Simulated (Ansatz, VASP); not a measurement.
**WS2 in VASP and in Ansatz**

```
CELL_PARAMETERS angstrom
1.57900 0.91164 6.16333
-1.57900 0.91164 6.16333
0.00000 -1.82327 6.16333
ATOMIC_POSITIONS crystal
W 0.00000 0.00000 0.00000
S 0.24970 0.24970 0.24970
S 0.41900 0.41900 0.41900
```

Alike in both runs: task single point; functional PBEsol; k mesh 3 × 3 × 3; occupations fermi-dirac, width 0.05 eV; no spin polarisation.

|  | VASP | Ansatz |
| --- | --- | --- |
| version | VASP 6.6.1 | Ansatz 0.2.0 |
| potentials or method | VASP PAW PBE potentials, release 64 (W_sv, S) | plane waves, PAW |
| plane-wave cutoff (eV) | 520 | 420 |
| valence electrons in the cell | 26 | 26 |

|  | VASP | Ansatz | Ansatz less VASP |
| --- | --- | --- | --- |
| pressure (GPa) | -0.3 | -0.5 | -0.15 |
| traceless stress, the component that is largest in VASP (GPa) | -0.41 | -0.43 | -0.014 |
| rms of the force components (eV/Å) | 0.281 | 0.286 | +0.0051 |

VASP's potentials were made for PBE, not for PBEsol. Atom by atom the forces differ by 0.011 eV/Å (rms over components). With one functional, cell and mesh, what is left measures potentials, basis and numerics.

The k mesh is coarse, so the values compare programs but aren't converged. Spin-orbit coupling is off throughout.
